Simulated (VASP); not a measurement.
# Si (Fd-3m) in VASP: notebook

Si is run at these levels: PBE; tasks: vibrations by perturbation theory.

Program: VASP 6.6.1. These are calculated values, not measurements. Logs are shortened: lines on timing, memory, paths and dates and some standing lists are left out, and cuts for length are marked.

## (1) The cell of the first run

It takes space group Fd-3m (No. 227, cubic). Conventional cell: a = 5.443 Å, b = 5.443 Å, c = 5.443 Å, α = 90.00°, β = 90.00°, γ = 90.00°. Si (site symmetry -43m) has 4 Si at 2.36 Å within 3.1 Å.

## (2) Vibrations by perturbation theory, PBE

Contents of INCAR:

```
ALGO = Normal
EDIFF = 1E-8
ENCUT = 520
GGA = PE
IBRION = 8
ISIF = 2
ISMEAR = 0
LASPH = True
LCHARG = True
LEPSILON = True
LREAL = False
LWAVE = False
NBANDS = 11
NELM = 100
NSW = 1
PREC = Accurate
SIGMA = 0.01
```

Contents of KPOINTS:

```
k-points
0
Gamma
  10 10 10
```

Contents of POSCAR:

```
Si
1.0
    0.0000000000      2.7214330666      2.7214330666
    2.7214330666      0.0000000000      2.7214330666
    2.7214330666      2.7214330666      0.0000000000
Si
2
Direct
    0.0000000000      0.0000000000      0.0000000000
    0.2500000000      0.2500000000      0.2500000000
```

Potentials or basis: VASP PAW PBE potentials, release 64 (Si).

Run with:

```sh
$ cat potpaw_PBE.64/Si/POTCAR > POTCAR
$ mpirun -np 1 vasp_std > vasp.out
```

OUTCAR:

```text
EDIFF = 1E-8
   ENCUT = 520
   GGA = PE
   IBRION = 8
   ISIF = 2
   ISMEAR = 0
   LASPH = True
   LEPSILON = True
   LREAL = False
   NELM = 100
   NSW = 1
   PREC = Accurate

 ion  position               nearest neighbor table
   1  0.000  0.000  0.000-   2 2.36   2 2.36   2 2.36   2 2.36
   2  0.250  0.250  0.250-   1 2.36   1 2.36   1 2.36   1 2.36

  LATTYP: Found a face centered cubic cell.
 ALAT       =     5.4428661332

  Lattice vectors:

 A1 = (   0.0000000000,   2.7214330666,   2.7214330666)
 A2 = (   2.7214330666,   0.0000000000,   2.7214330666)
 A3 = (   2.7214330666,   2.7214330666,   0.0000000000)

Analysis of symmetry for initial positions (statically):
=====================================================================
 Subroutine PRICEL returns:
 Original cell was already a primitive cell.

 Routine SETGRP: Setting up the symmetry group for a
 face centered cubic supercell.

 Subroutine GETGRP returns: Found 48 space group operations
 (whereof 24 operations were pure point group operations)
 out of a pool of 48 trial point group operations.

The static configuration has the point symmetry T_d .
 The point group associated with its full space group is O_h .

Analysis of symmetry for dynamics (positions and initial velocities):
=====================================================================
 Subroutine PRICEL returns:
 Original cell was already a primitive cell.

 Routine SETGRP: Setting up the symmetry group for a
 face centered cubic supercell.

 Subroutine GETGRP returns: Found 48 space group operations
 (whereof 24 operations were pure point group operations)
 out of a pool of 48 trial point group operations.

The dynamic configuration has the point symmetry T_d .
 The point group associated with its full space group is O_h .

 Subroutine INISYM returns: Found 48 space group operations
 (whereof 24 operations are pure point group operations),
 and found     1 'primitive' translations

----------------------------------------------------------------------------------------

                                     Primitive cell

  volume of cell :      40.3109

  direct lattice vectors                    reciprocal lattice vectors
     0.000000000  2.721433067  2.721433067    -0.183726731  0.183726731  0.183726731
     2.721433067  0.000000000  2.721433067     0.183726731 -0.183726731  0.183726731
     2.721433067  2.721433067  0.000000000     0.183726731  0.183726731 -0.183726731

  length of vectors
     3.848687552  3.848687552  3.848687552     0.318224032  0.318224032  0.318224032

  position of ions in fractional coordinates (direct lattice)
     0.000000000  0.000000000  0.000000000
     0.250000000  0.250000000  0.250000000

  ion indices of the primitive-cell ions
   primitive index   ion index
                 1           1
                 2           2

----------------------------------------------------------------------------------------

 KPOINTS: k-points

Automatic generation of k-mesh.
 Grid dimensions read from file:
 generate k-points for:   10   10   10

 Generating k-lattice:

  Cartesian coordinates                     Fractional coordinates (reciprocal lattice)
    -0.018372673  0.018372673  0.018372673     0.100000000  0.000000000  0.000000000
     0.018372673 -0.018372673  0.018372673     0.000000000  0.100000000  0.000000000
     0.018372673  0.018372673 -0.018372673     0.000000000  0.000000000  0.100000000

  Length of vectors
     0.031822403  0.031822403  0.031822403

  Shift w.r.t. Gamma in fractional coordinates (k-lattice)
     0.000000000  0.000000000  0.000000000

 Subroutine IBZKPT returns following result:
 ===========================================

[... 440 lines left out ...]
  in kB       12.9718105     12.9718105     12.9718105      0.0000000     -0.0000000      0.0000000
  external PRESSURE =      12.9718105 kB  Pullay stress =       0.0000000 kB

 VOLUME and BASIS-vectors are now :
 -----------------------------------------------------------------------------
  energy-cutoff  :      520.00
  volume of cell :       40.31
      direct lattice vectors                 reciprocal lattice vectors
     0.000000000  2.721433067  2.721433067    -0.183726731  0.183726731  0.183726731
     2.721433067  0.000000000  2.721433067     0.183726731 -0.183726731  0.183726731
     2.721433067  2.721433067  0.000000000     0.183726731  0.183726731 -0.183726731

 POSITION                                       TOTAL-FORCE (eV/Angst)
 -----------------------------------------------------------------------------------
      0.00000      0.00000      0.00000         0.000000      0.000000      0.000000
      1.36072      1.36072      1.36072        -0.000000     -0.000000     -0.000000
 -----------------------------------------------------------------------------------
    total drift:                               -0.000000     -0.000000     -0.000000

  FREE ENERGIE OF THE ION-ELECTRON SYSTEM (eV)
  ---------------------------------------------------
  free  energy   TOTEN  =       -10.8468760455 eV

  energy  without entropy=      -10.8468760455  energy(sigma->0) =      -10.84687605

 HEAD OF MICROSCOPIC STATIC DIELECTRIC TENSOR (INDEPENDENT PARTICLE, excluding Hartree and local field effects)
 ------------------------------------------------------
          13.930347    -0.000000     0.000000
           0.000000    13.930347     0.000000
          -0.000000    -0.000000    13.930347
 ------------------------------------------------------

 Free energy of the ion-electron system (eV)
  ---------------------------------------------------
  ---------------------------------------------------
  free energy    TOTEN  =        -1.47312186 eV

  energy without entropy =       -1.47312186

------------------------ aborting loop because EDIFF is reached ----------------------------------------

--------------------------------------- Ionic step        2  -------------------------------------------

------------------------ aborting loop because EDIFF is reached ----------------------------------------

--------------------------------------- Ionic step        3  -------------------------------------------

------------------------ aborting loop because EDIFF is reached ----------------------------------------

 PIEZOELECTRIC TENSOR FIELD DIRECTION 3  (e Angst)
 -----------------------------------------------------------------------------
     0.00153  0.00000  0.00000           (  0.00000  0.00000  0.00000)
    -0.00000  0.00153  0.00000           (  0.00000  0.00000  0.00000)
     0.00000  0.00000 -0.00747           (  0.00000  0.00000  0.00000)

 PIEZOELECTRIC TENSOR FIELD DIRECTION 3  (C/m^2)
 -----------------------------------------------------------------------------
     0.00061  0.00000  0.00000
    -0.00000  0.00061  0.00000
     0.00000  0.00000 -0.00297

--------------------------------------- Ionic step        4  -------------------------------------------

 Free energy of the ion-electron system (eV)
  ---------------------------------------------------
  ---------------------------------------------------
  free energy    TOTEN  =        -0.01740907 eV

  energy without entropy =       -0.01740907

------------------------ aborting loop because EDIFF is reached ----------------------------------------

 INTERNAL STRAIN TENSOR  FOR ION    1  DIRECTION 1   (eV/Angst):
 -----------------------------------------------------------------------------
    -0.00839  0.00000  0.00000
     0.00000  0.00510  9.33469
     0.00000  9.33469  0.00510

 MACROSCOPIC STATIC DIELECTRIC TENSOR (including local field effects in DFT)
 ------------------------------------------------------
          13.312392    -0.000000    -0.000000
          -0.000000    13.312392     0.000000
          -0.000000    -0.000000    13.312392
 ------------------------------------------------------

 PIEZOELECTRIC TENSOR (including local field effects)  for field in x, y, z        (e  Angst)
          XX          YY          ZZ          XY          YZ          ZX
  --------------------------------------------------------------------------------
  x     0.00000     0.00000     0.00000    -0.00000    -0.00000     0.00000
  y    -0.00000    -0.00000    -0.00000     0.00000     0.00000    -0.00000
  z    -0.00000    -0.00000     0.00000    -0.00000    -0.00000     0.00000

 PIEZOELECTRIC TENSOR (including local field effects)  for field in x, y, z        (C/m^2)
          XX          YY          ZZ          XY          YZ          ZX
  --------------------------------------------------------------------------------
  x     0.00000     0.00000     0.00000    -0.00000    -0.00000     0.00000
  y    -0.00000    -0.00000    -0.00000     0.00000     0.00000    -0.00000
  z    -0.00000    -0.00000     0.00000    -0.00000    -0.00000     0.00000

 BORN EFFECTIVE CHARGES (including local field effects) (in |e|, cummulative output)
 ---------------------------------------------------------------------------------
 ion    1
    1    -0.00000     0.00000     0.00000
    2     0.00000    -0.00000     0.00000
    3     0.00000     0.00000    -0.00000
 ion    2
    1     0.00000     0.00000     0.00000
    2     0.00000     0.00000     0.00000
    3     0.00000     0.00000     0.00000

 INTERNAL STRAIN TENSOR FOR ION    2 for displacements in x,y,z  (eV/Angst):
          X           Y           Z          XY          YZ          ZX
  --------------------------------------------------------------------------------
  x     0.00000    -0.00000    -0.00000     0.00000    -9.33469     0.00000
  y     0.00000     0.00000     0.00000     0.00000     0.00000    -9.33469
  z    -0.00000    -0.00000     0.00000    -9.33469     0.00000     0.00000

 SECOND DERIVATIVES (NOT SYMMETRIZED)
 ------------------------------------
               1X          1Y          1Z          2X          2Y          2Z
  1X   -13.416149    0.000000    0.000000   13.416149    0.000000    0.000000
  1Y     0.000000  -13.416149    0.000000    0.000000   13.416149    0.000000
  1Z     0.000000    0.000000  -13.416149    0.000000    0.000000   13.416149
  2X    13.416149    0.000000    0.000000  -13.416149    0.000000    0.000000
  2Y     0.000000   13.416149    0.000000    0.000000  -13.416149    0.000000
  2Z     0.000000    0.000000   13.416149    0.000000    0.000000  -13.416149

 Eigenvectors and eigenvalues of the dynamical matrix
 ----------------------------------------------------

   1 f  =   15.280671 THz    96.011290 2PiTHz  509.708335 cm-1    63.195751 meV
             X         Y         Z           dx          dy          dz
      0.000000  0.000000  0.000000     0.000000   -0.707107    0.000000
      1.360717  1.360717  1.360717     0.000000    0.707107    0.000000
[... 21 lines left out ...]
   6 f  =    0.000000 THz     0.000000 2PiTHz    0.000000 cm-1     0.000000 meV
             X         Y         Z           dx          dy          dz
      0.000000  0.000000  0.000000     0.000000    0.000000    0.707107
      1.360717  1.360717  1.360717     0.000000    0.000000    0.707107

--------------------------------------------------------------------------------------------------------

 MACROSCOPIC STATIC DIELECTRIC TENSOR IONIC CONTRIBUTION
 ------------------------------------------------------
           0.000000     0.000000     0.000000
           0.000000     0.000000    -0.000000
           0.000000    -0.000000     0.000000
 ------------------------------------------------------

 ELASTIC MODULI CONTR FROM IONIC RELAXATION (kBar)
 Direction    XX          YY          ZZ          XY          YZ          ZX
 --------------------------------------------------------------------------------
 XX          -0.0000     -0.0000     -0.0000     -0.0000      0.0000      0.0000
 YY          -0.0000     -0.0000     -0.0000     -0.0000     -0.0000      0.0000
 ZZ          -0.0000     -0.0000     -0.0000     -0.0000     -0.0000      0.0000
 XY          -0.0000     -0.0000     -0.0000   -258.1423      0.0000      0.0000
 YZ           0.0000     -0.0000     -0.0000      0.0000   -258.1423      0.0000
 ZX           0.0000      0.0000      0.0000      0.0000      0.0000   -258.1423
 --------------------------------------------------------------------------------

 PIEZOELECTRIC TENSOR IONIC CONTR  for field in x, y, z        (C/m^2)
          XX          YY          ZZ          XY          YZ          ZX
  --------------------------------------------------------------------------------
  x     0.00000    -0.00000    -0.00000     0.00000    -0.00000     0.00000
  y     0.00000     0.00000     0.00000     0.00000     0.00000    -0.00000
  z    -0.00000    -0.00000    -0.00000    -0.00000     0.00000     0.00000
```

It took 3.6 min on 1 thread of AMD EPYC 9R45 (Zen 5), shared host; peak memory 0.27 GiB.

What came out:

```
Electronic dielectric tensor (diagonal) : 13.31
Born charges (mean of the diagonal)     : Si +0.00 e
Highest phonon frequency at Γ           : 510 cm⁻¹
```

Phonon frequencies in cm⁻¹ (negative: imaginary):
```
              q point        frequencies
(0.000, 0.000, 0.000)  0 0 0 510 510 510
```

Electronic dielectric tensor:
```
13.31  0.00  0.00
 0.00 13.31  0.00
 0.00  0.00 13.31
```

Born effective charge tensors (e):
atom 1, Si
```
0.00 0.00 0.00
0.00 0.00 0.00
0.00 0.00 0.00
```
atom 2, Si
```
0.00 0.00 0.00
0.00 0.00 0.00
0.00 0.00 0.00
```

Caveat: the cell wasn't relaxed at this level first, which shifts response properties.

## (3) Vibrations by perturbation theory, PBE

This run uses another cell than the first one, of 20.46 Å³/atom, 1.015 times its volume.

Contents of INCAR:

```
SYSTEM = Si
  PREC = Accurate
  ENCUT = 520
  EDIFF = 1E-8
  ISMEAR = 0
  SIGMA = 0.01
  LREAL = .FALSE.
  LASPH = .TRUE.
  NELM = 100
  ALGO = Normal
  ISIF = 2
  LWAVE = .FALSE.
  LCHARG = .TRUE.
  GGA = PE
  NBANDS = 11
  IBRION = 8
  NSW = 1
  LEPSILON = .TRUE.
```

Contents of KPOINTS:

```
Automatic mesh
0
G
  10 10 10
  0 0 0
```

Contents of POSCAR:

```
Si
1.0
    0.0000000000      2.7351086096      2.7351086096
    2.7351086096      0.0000000000      2.7351086096
    2.7351086096      2.7351086096      0.0000000000
Si
2
Direct
    0.0000000000      0.0000000000      0.0000000000
    0.2500000000      0.2500000000      0.2500000000
```

Potentials or basis: VASP PAW PBE potentials, release 64 (Si).

Run with:

```sh
$ cat potpaw_PBE.64/Si/POTCAR > POTCAR
$ mpirun -np 1 vasp_std > vasp.out
```

OUTCAR:

```text
SYSTEM = Si
   PREC = Accurate
   ENCUT = 520
   EDIFF = 1E-8
   ISMEAR = 0
   LREAL = .FALSE.
   LASPH = .TRUE.
   NELM = 100
   ISIF = 2
   GGA = PE
   IBRION = 8
   NSW = 1
   LEPSILON = .TRUE.

 ion  position               nearest neighbor table
   1  0.000  0.000  0.000-   2 2.37   2 2.37   2 2.37   2 2.37
   2  0.250  0.250  0.250-   1 2.37   1 2.37   1 2.37   1 2.37

  LATTYP: Found a face centered cubic cell.
 ALAT       =     5.4702172192

  Lattice vectors:

 A1 = (   0.0000000000,   2.7351086096,   2.7351086096)
 A2 = (   2.7351086096,   0.0000000000,   2.7351086096)
 A3 = (   2.7351086096,   2.7351086096,   0.0000000000)

Analysis of symmetry for initial positions (statically):
=====================================================================
 Subroutine PRICEL returns:
[... 639 lines left out ...]
  1Y     0.000000  -13.024217    0.000000    0.000000   13.024217    0.000000
  1Z     0.000000    0.000000  -13.024217    0.000000    0.000000   13.024217
  2X    13.024217    0.000000    0.000000  -13.024217    0.000000    0.000000
  2Y     0.000000   13.024217    0.000000    0.000000  -13.024217    0.000000
  2Z     0.000000    0.000000   13.024217    0.000000    0.000000  -13.024217

 Eigenvectors and eigenvalues of the dynamical matrix
 ----------------------------------------------------

   1 f  =   15.055817 THz    94.598488 2PiTHz  502.207995 cm-1    62.265828 meV
             X         Y         Z           dx          dy          dz
      0.000000  0.000000  0.000000     0.707107    0.000000    0.000000
      1.367554  1.367554  1.367554    -0.707107    0.000000    0.000000
[... 16 lines left out ...]
   5 f  =    0.000000 THz     0.000000 2PiTHz    0.000000 cm-1     0.000000 meV
             X         Y         Z           dx          dy          dz
      0.000000  0.000000  0.000000     0.707107    0.000000    0.000000
      1.367554  1.367554  1.367554     0.707107    0.000000    0.000000

   6 f/i=    0.000000 THz     0.000001 2PiTHz    0.000006 cm-1     0.000001 meV
             X         Y         Z           dx          dy          dz
      0.000000  0.000000  0.000000     0.000000   -0.113266   -0.697976
      1.367554  1.367554  1.367554     0.000000   -0.113266   -0.697976

--------------------------------------------------------------------------------------------------------

 MACROSCOPIC STATIC DIELECTRIC TENSOR IONIC CONTRIBUTION
 ------------------------------------------------------
           0.000000     0.000000     0.000000
           0.000000     0.000000    -0.000000
           0.000000    -0.000000     0.000000
 ------------------------------------------------------

 ELASTIC MODULI CONTR FROM IONIC RELAXATION (kBar)
 Direction    XX          YY          ZZ          XY          YZ          ZX
 --------------------------------------------------------------------------------
 XX          -0.0000      0.0000      0.0000     -0.0000      0.0000      0.0000
 YY           0.0000     -0.0000     -0.0000     -0.0000     -0.0000      0.0000
 ZZ           0.0000     -0.0000     -0.0000      0.0000     -0.0000      0.0000
 XY          -0.0000     -0.0000      0.0000   -227.4151      0.0000      0.0000
 YZ           0.0000     -0.0000     -0.0000      0.0000   -227.4151      0.0000
 ZX           0.0000      0.0000      0.0000      0.0000      0.0000   -227.4151
 --------------------------------------------------------------------------------

 PIEZOELECTRIC TENSOR IONIC CONTR  for field in x, y, z        (C/m^2)
          XX          YY          ZZ          XY          YZ          ZX
  --------------------------------------------------------------------------------
  x     0.00000     0.00000    -0.00000     0.00000     0.00000    -0.00000
  y    -0.00000     0.00000    -0.00000     0.00000     0.00000     0.00000
  z     0.00000     0.00000    -0.00000     0.00000    -0.00000    -0.00000
```

OSZICAR:

```text
N       E                     dE             d eps       ncg     rms          rms(c)
DAV:   1     0.719510176298E+01    0.71951E+01   -0.31836E+03  1034   0.562E+02
DAV:   2    -0.104129655515E+02   -0.17608E+02   -0.16205E+02  1392   0.829E+01
[... 143 lines left out ...]
RMM:   4    -0.173878218189E-01   -0.12980E-03   -0.10971E-05  6065   0.298E-02    0.640E-03
RMM:   5    -0.173597370888E-01    0.28085E-04    0.15392E-05  6346   0.679E-03    0.202E-03
RMM:   6    -0.173597348015E-01    0.22874E-08    0.27946E-06  6424   0.946E-04    0.127E-03
RMM:   7    -0.173587467175E-01    0.98808E-06    0.33130E-07  6338   0.707E-04    0.622E-05
RMM:   8    -0.173588978507E-01   -0.15113E-06    0.35993E-08  6669   0.101E-04    0.428E-05
RMM:   9    -0.173588266493E-01    0.71201E-07   -0.15071E-08  6457   0.634E-05    0.526E-06
RMM:  10    -0.173588288829E-01   -0.22336E-08   -0.26824E-08  6865   0.151E-05    0.565E-06
 Linear response finished
```

It took 3.9 min on 1 thread of AMD EPYC 9R45 (Zen 5), shared host; peak memory 0.27 GiB.

What came out:

```yaml
Electronic_dielectric_tensor_diagonal: 13.39
Born_charges_mean_of_the_diagonal: Si +0.00 e
Highest_phonon_frequency_at_Γ: 502 cm⁻¹
```

Phonon frequencies in cm⁻¹ (negative: imaginary):
| q point | frequencies |
| --- | --- |
| (0.000, 0.000, 0.000) | 0 0 0 502 502 502 |

Electronic dielectric tensor:
```
13.39  0.00  0.00
 0.00 13.39  0.00
 0.00  0.00 13.39
```

Born effective charge tensors (e):
atom 1, Si
```
0.00 0.00 0.00
0.00 0.00 0.00
0.00 0.00 0.00
```
atom 2, Si
```
0.00 0.00 0.00
0.00 0.00 0.00
0.00 0.00 0.00
```
